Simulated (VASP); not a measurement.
Here is a VASP 6.6.1 calculation.

The input POSCAR:

```
KI
1.0
    6.1440828087      0.0000000000      0.0000000000
    0.0000000000      6.1440828087      0.0000000000
    0.0000000000      0.0000000000      4.3380515977
K I
2 2
Direct
    0.0000000000      0.0000000000      0.0000000000
    0.5000000000      0.5000000000      0.0000000000
    0.5000000000      0.0000000000      0.5137520455
    0.0000000000      0.5000000000      0.4862479545
```

Contents of INCAR.step1:

```
  PREC = Accurate
  ENCUT = 520
  ISMEAR = 0
  SIGMA = 0.02
  LREAL = False
  LASPH = True
  NELM = 80
  NBANDS = 24
  GGA = PE
  ALGO = Normal
  EDIFF = 1E-4
  LWAVE = True
  LCHARG = False
```

INCAR.step2

```
  PREC = Accurate
  ENCUT = 520
  EDIFF = 1E-7
  ISMEAR = 0
  SIGMA = 0.02
  LREAL = False
  LASPH = True
  NELM = 80
  ALGO = Normal
  ISIF = 2
  LWAVE = False
  LCHARG = False
  METAGGA = R2SCAN
  LMIXTAU = True
  NBANDS = 24
  ISTART = 1
```

KPOINTS

```
Automatic mesh
0
Gamma
  4 4 6
```

Potentials or basis: VASP PAW PBE potentials, release 64 (K_sv, I).

Command:

```bash
$ cat potpaw_PBE.64/K_sv/POTCAR potpaw_PBE.64/I/POTCAR > POTCAR
$ cp INCAR.step1 INCAR
$ mpirun -np 1 vasp_std > vasp.out
$ cp INCAR.step2 INCAR
$ mpirun -np 1 vasp_std > vasp.out
```

(1) Predict the pressure.

(2) Estimate the largest force.

(3) Estimate the band gap on the k mesh.

## Answers

(1) -0.5 GPa.

(2) 0.005 eV/Å.

(3) 3.94 eV.

Caveat: the PAW data sets were made with another functional, which shifts forces and pressure a little; spin-orbit coupling is left out, which moves the levels of the heavy elements.
